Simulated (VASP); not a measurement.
Input of a VASP 6.6.1 run:

File POSCAR:

```
NaCl
1.0
    0.0171343639      3.0872727775      3.0872727775
    3.0872727775      0.0171343639      3.0872727775
    3.1044071414      3.1044071414      0.0000000000
Na Cl
1 1
Direct
    0.0012483145      0.0012483145     -0.0012483145
    0.2487516855      0.2487516855      0.2512483145
```

Contents of INCAR.step1:

```
SYSTEM = NaCl
ALGO = Normal
EDIFF = 1E-4
ENCUT = 520
GGA = PE
ISMEAR = 0
LASPH = .True.
LCHARG = .False.
LREAL = .False.
LWAVE = .True.
NBANDS = 14
NELM = 100
PREC = Accurate
SIGMA = 0.01
```

File INCAR.step2:

```
SYSTEM = NaCl
ALGO = Normal
EDIFF = 1E-6
ENCUT = 520
ISIF = 2
ISMEAR = 0
ISTART = 1
LASPH = .True.
LCHARG = .False.
LMIXTAU = .True.
LREAL = .False.
LWAVE = .False.
METAGGA = R2SCAN
NBANDS = 14
NELM = 100
PREC = Accurate
SIGMA = 0.01
```

File KPOINTS:

```
k-points
0
Gamma
  8 8 8
  0 0 0
```

Potentials or basis: VASP PAW PBE potentials, release 64 (Na_pv, Cl).

The run is started by

```bash
$ cat potpaw_PBE.64/Na_pv/POTCAR potpaw_PBE.64/Cl/POTCAR > POTCAR
$ cp INCAR.step1 INCAR
$ mpirun -np 1 vasp_std > vasp.out
$ cp INCAR.step2 INCAR
$ mpirun -np 1 vasp_std > vasp.out
```

**Question.** What does it give for the band gap on the k mesh?

**Answer.** 5.55 eV.

**Question.** Estimate the pressure.

**Answer.** -0.1 GPa.

Stress tensor (GPa, compression positive):
```
-0.09 -0.06  0.00
-0.06 -0.09  0.00
 0.00  0.00 -0.14
```

Caveat: the cell differs from its parent crystal (shear xy strain +1.1%); the PAW data sets were made with another functional, which shifts forces and pressure a little. A k mesh can miss the band edges.
